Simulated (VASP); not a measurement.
Wanted: the native input for a VASP 6.6.1 run.

```yaml
Task: single point
Functional: PBE0
Potentials_or_basis: VASP PAW PBE potentials, release 64 (Mg, O)
Cutoff: 520 eV
k_mesh: 6 × 6 × 6
Occupations: gaussian, width 0.05 eV
Spin: no spin polarisation
Dipole_correction: no
Grid_for_exact_exchange_PRECFOCK: Normal
Further_INCAR_settings: ALGO = Normal; EDIFF = 1e-06; NBANDS = 11
```

MgO:

```
Mg O
1.0
     0.00000    2.13515    2.13515
     2.13515    0.00000    2.13515
     2.13515    2.13515    0.00000
Mg O
1 1
Direct
  0.00000 0.00000 0.00000
  0.50000 0.50000 0.50000
```

These files were run (other wordings do the same):

POSCAR

```
MgO
1.0
    0.0000000000      2.1351491430      2.1351491430
    2.1351491430      0.0000000000      2.1351491430
    2.1351491430      2.1351491430      0.0000000000
Mg O
1 1
Direct
    0.0000000000      0.0000000000      0.0000000000
    0.5000000000      0.5000000000      0.5000000000
```

INCAR.step1

```
PREC = Accurate ; ENCUT = 520
EDIFF = 1E-5 ; ISMEAR = 0
SIGMA = 0.05 ; LREAL = F
LASPH = T ; NELM = 100
ALGO = Normal ; ISIF = 2
LWAVE = T ; GGA = PE
NBANDS = 11
```

INCAR.step2

```
PREC = Accurate ; ENCUT = 520
EDIFF = 1E-6 ; ISMEAR = 0
SIGMA = 0.05 ; LREAL = F
LASPH = T ; NELM = 100
ALGO = Normal ; ISIF = 2
LWAVE = F ; LCHARG = T
GGA = PE ; LHFCALC = T
AEXX = 0.25 ; PRECFOCK = Normal
LELF = T ; LVHAR = T
ISTART = 1 ; NBANDS = 11
```

KPOINTS

```
Automatic mesh
0
Gamma
  6 6 6
```

Potentials or basis: VASP PAW PBE potentials, release 64 (Mg, O).

Run with:

```sh
$ cat potpaw_PBE.64/Mg/POTCAR potpaw_PBE.64/O/POTCAR > POTCAR
$ cp INCAR.step1 INCAR
$ mpirun -np 1 vasp_std > vasp.out
$ cp INCAR.step2 INCAR
$ mpirun -np 1 vasp_std > vasp.out
```

It gave:

* Pressure: -7.8 GPa
* Band gap on the k mesh: 6.77 eV, direct

Caveat: the k points lie up to 0.42 Å⁻¹ apart; the PAW data sets were made with another functional, which shifts forces and pressure a little.

It took 6.7 min on 1 thread of Intel(R) Xeon(R) Platinum 8259CL CPU @ 2.50GHz (Skylake/Cascade Lake) (shared host), peak memory 0.15 GiB.
